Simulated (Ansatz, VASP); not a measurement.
# SiC in VASP and in Ansatz

File POSCAR:

```
SiC
1.0
    3.0751950076      0.0000000000      0.0000000000
    0.0000000000      5.0481668526      0.0000000000
    0.0000000000      0.0000000000     26.5405203255
Si C
10 10
Direct
    0.0000000000      0.9953971172      0.2825867733
    0.5000000000      0.4953971172      0.3160349620
    0.5000000000      0.9953971172      0.3829313395
    0.0000000000      0.4953971172      0.4163795282
    0.0000000000      0.9953971172      0.4832759056
    0.5000000000      0.4953971172      0.5167240944
    0.5000000000      0.9953971172      0.5836204718
    0.0000000000      0.4953971172      0.6170686605
    0.0000000000      0.9953971172      0.6839650380
    0.5000000000      0.4953971172      0.7174132267
    0.0000000000      0.6196028828      0.2825867733
    0.5000000000      0.1196028828      0.3160349620
    0.5000000000      0.6196028828      0.3829313395
    0.0000000000      0.1196028828      0.4163795282
    0.0000000000      0.6196028828      0.4832759056
    0.5000000000      0.1196028828      0.5167240944
    0.5000000000      0.6196028828      0.5836204718
    0.0000000000      0.1196028828      0.6170686605
    0.0000000000      0.6196028828      0.6839650380
    0.5000000000      0.1196028828      0.7174132267
```

INCAR.step1

```
SYSTEM = SiC
  PREC = Accurate
  ENCUT = 520
  ISMEAR = 0
  SIGMA = 0.05
  LREAL = Auto
  LASPH = .TRUE.
  NELM = 80
  LDIPOL = .TRUE.
  IDIPOL = 3
  DIPOL = 0.5 0.5 0.500
  NBANDS = 56
  GGA = PE
  ALGO = Normal
  EDIFF = 1E-4
  LWAVE = .TRUE.
  LCHARG = .FALSE.
```

INCAR.step2

```
SYSTEM = SiC
  PREC = Accurate
  ENCUT = 520
  EDIFF = 1E-7
  ISMEAR = 0
  SIGMA = 0.05
  LREAL = Auto
  LASPH = .TRUE.
  NELM = 80
  ALGO = Normal
  ISIF = 2
  LWAVE = .FALSE.
  LCHARG = .FALSE.
  LDIPOL = .TRUE.
  IDIPOL = 3
  DIPOL = 0.5 0.5 0.500
  METAGGA = R2SCAN
  LMIXTAU = .TRUE.
  NBANDS = 56
  ISTART = 1
```

The input KPOINTS:

```
regular mesh
0
G
  9 5 1
  0 0 0
```

Input for Ansatz:

```yaml
crystal:
  lattice:
    - [3.0751950076, 0.0, 0.0]
    - [0.0, 5.0481668526, 0.0]
    - [0.0, 0.0, 26.5405203255]
  atoms:
    - { symbol: Si, position: [0.0, 0.9953971172, 0.2825867733] }
    - { symbol: C, position: [0.0, 0.6196028828, 0.2825867733] }
    - { symbol: Si, position: [0.5, 0.4953971172, 0.316034962] }
    - { symbol: C, position: [0.5, 0.1196028828, 0.316034962] }
    - { symbol: Si, position: [0.5, 0.9953971172, 0.3829313395] }
    - { symbol: C, position: [0.5, 0.6196028828, 0.3829313395] }
    - { symbol: Si, position: [0.0, 0.4953971172, 0.4163795282] }
    - { symbol: C, position: [0.0, 0.1196028828, 0.4163795282] }
    - { symbol: Si, position: [0.0, 0.9953971172, 0.4832759056] }
    - { symbol: C, position: [0.0, 0.6196028828, 0.4832759056] }
    - { symbol: Si, position: [0.5, 0.4953971172, 0.5167240944] }
    - { symbol: C, position: [0.5, 0.1196028828, 0.5167240944] }
    - { symbol: Si, position: [0.5, 0.9953971172, 0.5836204718] }
    - { symbol: C, position: [0.5, 0.6196028828, 0.5836204718] }
    - { symbol: Si, position: [0.0, 0.4953971172, 0.6170686605] }
    - { symbol: C, position: [0.0, 0.1196028828, 0.6170686605] }
    - { symbol: Si, position: [0.0, 0.9953971172, 0.683965038] }
    - { symbol: C, position: [0.0, 0.6196028828, 0.683965038] }
    - { symbol: Si, position: [0.5, 0.4953971172, 0.7174132267] }
    - { symbol: C, position: [0.5, 0.1196028828, 0.7174132267] }
basis:
  ecutwfc: 500
kpoints:
  mp_grid: { grid: [9, 5, 1] }
hamiltonian:
  xc: r2scan
scf:
  occupations: { method: gaussian, width: 0.05 }
output:
  forces: true
  stress: true
  eigenvalues: true
  write_density: true
  write_potential: true
  elf: true
  volumetric_format: npy
efield:
  axis: 3
  dipole_correction: true
  ramp_width: 0.04
```

Alike in both runs: task single point; functional r2SCAN; k mesh 9 × 5 × 1; occupations gaussian, width 0.05 eV; no spin polarisation.

|  | VASP | Ansatz |
| --- | --- | --- |
| version | VASP 6.6.1 | Ansatz 0.2.0 |
| potentials or method | VASP PAW PBE potentials, release 64 (Si, C), cutoff 520 eV | scalar-relativistic, plane waves, PAW |
| valence electrons in the cell | 80 | 80 |

|  | VASP | Ansatz | Ansatz less VASP |
| --- | --- | --- | --- |
| gap on the k mesh at the Fermi level (eV) | 0.75 | 0.77 | +0.014 |
| least direct gap on the mesh (eV) | 0.75 | 0.77 | +0.014 |
| rms of the force components (eV/Å) | 0.904 | 0.906 | +0.0018 |

VASP's potentials were made for PBE, not for r2SCAN. Ansatz's warnings: xc potential rough in thin density.
